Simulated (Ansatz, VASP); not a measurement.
**Pt: VASP beside Ansatz**

```xyz
1
Lattice="0.0000 1.9609 1.9609 1.9609 0.0000 1.9609 1.9609 1.9609 0.0000" Properties=species:S:1:pos:R:3 pbc="T T T"
Pt    0.0000    0.0000    0.0000
```

Alike in both runs: functional PBEsol; k mesh 12 × 12 × 12; occupations fermi-dirac, width 0.05 eV; non-collinear spin, spin-orbit coupling.

|  | VASP | Ansatz |
| --- | --- | --- |
| version | VASP 6.6.1 | Ansatz 0.2.0 |
| potentials or method | VASP PAW PBE potentials, release 64 (Pt) | Ansatz PAW |
| plane-wave cutoff (eV) | 520 | 420 |
| valence electrons in the cell | 10 | 18 |
| task | single point | band structure |

Ansatz gave:

```
pressure (GPa)           : -0.4
net moment per atom (μB) : 0.00
```

Q: Estimate VASP's values.

A: Pressure (GPa): -0.5; net moment per atom (μB): 0.00.

VASP's potentials were made for PBE, not for PBEsol. The functional is the same, so the differences come from potentials, cutoffs and numerics. VASP's potentials hold 10 valence electrons a cell and Ansatz's 18, so a difference there can come from the potentials and not from the codes.
